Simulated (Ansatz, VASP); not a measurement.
# One calculation of TaN, two programs

The input INCAR:

```
PREC = Accurate
ENCUT = 600
EDIFF = 1E-6
ISMEAR = -1
SIGMA = 0.03
LREAL = F
LASPH = T
NELM = 120
ALGO = Normal
ISIF = 2
LWAVE = F
LCHARG = T
GGA = PE
LELF = T
LVHAR = T
NBANDS = 24
GGA_COMPAT = F
```

Contents of KPOINTS:

```
Automatic mesh
0
Gamma
  7 7 4
```

The input POSCAR:

```
TaN
1.0
    3.0500000000      0.0000000000      0.0000000000
   -1.5250000000      2.6413774815      0.0000000000
    0.0000000000      0.0000000000      4.9400000000
Ta N
2 2
Direct
    0.3500000000      0.6750000000      0.0028750000
    0.6666666667      0.3333333333      0.5000000000
    0.3333333333      0.6666666667      0.3850000000
    0.6500000000      0.3250000000      0.8821250000
```

Input for Ansatz:

```yaml
crystal:
  lattice:
    - [3.05, 0.0, 0.0]
    - [-1.525, 2.6413774815, 0.0]
    - [0.0, 0.0, 4.94]
  atoms:
    - { symbol: Ta, position: [0.35, 0.675, 0.002875] }
    - { symbol: Ta, position: [0.6666666667, 0.3333333333, 0.5] }
    - { symbol: "N", position: [0.3333333333, 0.6666666667, 0.385] }
    - { symbol: "N", position: [0.65, 0.325, 0.882125] }
kpoints:
  mp_grid: { grid: [7, 7, 4] }
scf:
  occupations: { method: fermi_dirac, width: 0.03 }
hamiltonian:
  xc: pbe
  pseudopotentials: { kind: paw }
output:
  forces: true
  stress: true
  eigenvalues: true
  populations: true
```

Change from the starting cell: shortest bond scaled by 1.05, PAW files.

Alike in both runs: task single point; functional PBE; k mesh 7 × 7 × 4; occupations fermi-dirac, width 0.03 eV; no spin polarisation.

```csv
,VASP,Ansatz
version,VASP 6.6.1,Ansatz 0.2.0
potentials or method,"VASP PAW PBE potentials, release 64 (Ta_pv, N)","PAW with Ansatz's default frozen-core files, scalar-relativistic"
plane-wave cutoff (eV),600,420
valence electrons in the cell,32,36
```

|  | VASP | Ansatz | Ansatz less VASP |
| --- | --- | --- | --- |
| pressure (GPa) | 141.1 | 138.0 | -3.11 |
| traceless stress, the component that is largest in VASP (GPa) | 12.68 | 12.36 | -0.317 |
| rms of the force components (eV/Å) | 1.539 | 1.508 | -0.0311 |

Atom by atom the forces differ by 0.034 eV/Å (rms over components). Both programs put the cell under a high pressure, so it lies far from rest at this level. VASP's potentials hold 32 valence electrons a cell and Ansatz's 36, so a difference there can come from the potentials and not from the codes.

Neither program's run includes spin-orbit coupling. Noted on VASP's run: the cell as given lies far from equilibrium.
